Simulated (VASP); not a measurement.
Input of a VASP 6.6.1 run:

File INCAR:

```
SYSTEM = MoS2
  ALGO = Normal
  EDIFF = 1E-7
  ENCUT = 520
  GGA = PS
  ISIF = 2
  ISMEAR = 0
  LASPH = .True.
  LCHARG = .False.
  LREAL = .False.
  LWAVE = .False.
  NBANDS = 20
  NELM = 60
  PREC = Accurate
  SIGMA = 0.01
```

The input KPOINTS:

```
k-points
0
Gamma
  8 8 8
  0 0 0
```

POSCAR

```
MoS2
1.0
    1.5637116406      0.9028093366      6.2493476413
   -1.5637116406      0.9028093366      6.2493476413
    0.0000000000     -1.8056186733      6.2493476413
Mo S
1 2
Direct
    0.0000998670      0.0000998670      0.0000998670
    0.2500676775      0.2500676775      0.2500676775
    0.4168324555      0.4168324555      0.4168324555
```

Potentials or basis: VASP PAW PBE potentials, release 64 (Mo_sv, S).

Run with:

```console
$ cat potpaw_PBE.64/Mo_sv/POTCAR potpaw_PBE.64/S/POTCAR > POTCAR
$ mpirun -np 1 vasp_std > vasp.out
```

Problem. What does it give for the band gap on the k mesh?

Solution. 1.11 eV (least direct gap 2.16 eV).

Problem. What does it give for the pressure?

Solution. 1.0 GPa.

Stress tensor (GPa, compression positive):
```
1.47 0.00 0.00
0.00 1.47 0.00
0.00 0.00 0.15
```

Caveat: the PAW data sets were made with another functional, which shifts forces and pressure a little. A k mesh can miss the band edges.
